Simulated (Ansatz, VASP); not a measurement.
**Two plane-wave programs on TaN**

```
Ta N
1.0
     0.00000    2.20881    2.20881
     2.20881    0.00000    2.20881
     2.20881    2.20881    0.00000
Ta N
1 1
Cartesian
  2.2088 2.2088 2.2088
  0.0000 0.0000 0.0000
```

Alike in both runs: functional PBE; k mesh 8 × 8 × 8; occupations gaussian, width 0.1 eV; no spin polarisation.

Ansatz relaxed the structure, and its values are those at the end. VASP's run is a single point on that final structure, the one shown.

|  | VASP | Ansatz |
| --- | --- | --- |
| version | VASP 6.6.1 | Ansatz 0.2.0 |
| potentials or method | VASP PAW PBE potentials, release 64 (Ta_pv, N), cutoff 600 eV | scalar-relativistic, plane waves, PAW |
| valence electrons in the cell | 16 | 18 |

```csv
,VASP,Ansatz,Ansatz less VASP
gap on the k mesh at the Fermi level (eV),none,none,-
pressure (GPa),0.7,-0.2,-0.88
```

A gap of «none» marks a metal or a gap that the smearing closes. With one functional, cell and mesh, what is left measures potentials, basis and numerics. VASP's potentials hold 16 valence electrons a cell and Ansatz's 18, so a difference there can come from the potentials and not from the codes.

Spin-orbit coupling is off throughout.
